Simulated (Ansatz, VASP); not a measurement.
Sr2Y in VASP and in Ansatz

```
Sr Y
1.0
     4.51665    0.00000    0.00000
    -2.25833    3.91154    0.00000
     0.00000    0.00000    4.87678
Sr Y
2 1
Direct
  0.33333 0.66667 0.50000
  0.66667 0.33333 0.50000
  0.00000 0.00000 0.00000
```

Alike in both runs: task single point; functional PBE; k mesh 6 × 6 × 4; occupations gaussian, width 0.1 eV; no spin polarisation.

|  | VASP | Ansatz |
| --- | --- | --- |
| version | VASP 6.6.1 | Ansatz 0.2.0 |
| potentials or method | VASP PAW PBE potentials, release 64 (Sr_sv, Y_sv), cutoff 520 eV | scalar-relativistic, plane waves, PAW |
| valence electrons in the cell | 31 | 31 |

|  | VASP | Ansatz | Ansatz less VASP |
| --- | --- | --- | --- |
| gap on the k mesh at the Fermi level (eV) | none | none | - |
| pressure (GPa) | 16.5 | 16.0 | -0.48 |
| traceless stress, the component that is largest in VASP (GPa) | -11.45 | -11.06 | +0.390 |

A gap of «none» marks a metal or a gap that the smearing closes.
